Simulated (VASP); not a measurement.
Input of a VASP 6.6.1 run:

POSCAR

```
RbBr
1.0
    0.0000000000      3.4608321250      3.4608321250
    3.4608321250      0.0000000000      3.4608321250
    3.4608321250      3.4608321250      0.0000000000
Rb Br
1 1
Direct
    0.0000000000      0.0000000000      0.0000000000
    0.5000000000      0.5000000000      0.5000000000
```

INCAR.step1

```
PREC = Accurate ; ENCUT = 500
EDIFF = 1E-8 ; ISMEAR = 0
SIGMA = 0.01 ; LREAL = F
LASPH = T ; NELM = 60
ALGO = Normal ; LWAVE = T
LCHARG = F ; GGA = PE
```

File INCAR.step2:

```
PREC = Accurate ; ENCUT = 500
EDIFF = 1E-8 ; ISMEAR = 0
SIGMA = 0.01 ; LREAL = F
LASPH = T ; NELM = 1
ALGO = Exact ; LWAVE = T
LCHARG = F ; GGA = PE
NBANDS = 142 ; LOPTICS = T
ISTART = 1
```

INCAR.step3

```
PREC = Accurate ; ENCUT = 500
EDIFF = 1E-8 ; ISMEAR = 0
SIGMA = 0.01 ; LREAL = F
LASPH = T ; ALGO = EVGW0
LWAVE = F ; LCHARG = F
GGA = PE ; NELMGW = 1
NBANDS = 142 ; ENCUTGW = 80.0
NOMEGA = 48 ; PRECFOCK = Fast
ISTART = 1 ; NBANDSGW = 16
```

Contents of KPOINTS:

```
Automatic mesh
0
Gamma
  6 6 6
```

Potentials or basis: VASP PAW PBE potentials, release 64 (Rb_sv_GW, Br_GW).

The run is started by

```sh
$ cat potpaw_PBE.64/Rb_sv_GW/POTCAR potpaw_PBE.64/Br_GW/POTCAR > POTCAR
$ cp INCAR.step1 INCAR
$ mpirun -np 1 vasp_std > vasp.out
$ cp INCAR.step2 INCAR
$ mpirun -np 1 vasp_std > vasp.out
$ cp INCAR.step3 INCAR
$ mpirun -np 1 vasp_std > vasp.out
```

(1) Estimate the quasiparticle gap.

(2) Predict the least direct quasiparticle gap.

(3) Estimate the band gap on the k mesh, mean-field level.

## Answers

(1) 6.60 eV.

(2) 6.60 eV.

(3) 4.28 eV, direct.

Caveat: bands, screening cutoff and mesh are small and nothing is extrapolated, so the quasiparticle values aren't converged.
